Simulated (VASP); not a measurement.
# SnSe: single point with PBEsol

SnSe:

```xyz
2
Lattice="0.0000 2.9728 2.9728 3.1214 0.0000 2.9728 3.1214 2.9728 0.0000" Properties=species:S:1:pos:R:3 pbc="T T T"
Sn    0.0000    0.0000    0.0000
Se    3.1214    2.9728    2.9728
```

This cell differs from its parent crystal: strain +0.0500 x Voigt [1, 0, 0, 0, 0, 0].

* Program: VASP 6.6.1
* Task: single point
* Functional: PBEsol
* Potentials or basis: VASP PAW PBE potentials, release 64 (Sn_d, Se)
* Cutoff: 520 eV
* k mesh: 8 × 8 × 8
* Occupations: gaussian, width 0.05 eV
* Spin: no spin polarisation
* Dipole correction: no
* Further INCAR settings: ALGO = Normal; EDIFF = 1e-06; NBANDS = 17

```json
{"Pressure": "-2.1 GPa", "Band gap on the k mesh": "0.66 eV, direct"}
```

Stress tensor (GPa, compression positive):
```
-5.36  0.00  0.00
 0.00 -0.54  0.00
 0.00  0.00 -0.54
```

Levels at points of the mesh, in eV from the valence-band top:
| k point | band 8 | band 9 | band 10 | band 11 | band 12 | band 13 |
| --- | --- | --- | --- | --- | --- | --- |
| (0.00, 0.00, 0.00) | -2.21 | -2.21 | -1.77 | 3.63 | 4.72 | 4.72 |
| (0.50, 0.00, 0.00) | -1.87 | -1.77 | 0.00 | 0.66 | 1.22 | 1.44 |
| (0.50, 0.50, 0.00) | -5.37 | -3.81 | -3.27 | 3.01 | 4.72 | 5.86 |
| (0.00, 0.50, 0.50) | -5.27 | -3.44 | -3.44 | 3.16 | 5.53 | 5.53 |

Run time: 39 s on 1 thread of Intel(R) Xeon(R) Platinum 8259CL CPU @ 2.50GHz (Skylake/Cascade Lake), on a shared host, peak memory 0.21 GiB.

Caveat: the cell differs from its parent crystal (strain +0.0500 x Voigt [1, 0, 0, 0, 0, 0]); the PAW data sets were made with another functional, which shifts forces and pressure a little; spin-orbit coupling is left out, which moves the levels of the heavy elements. A k mesh can miss the band edges.
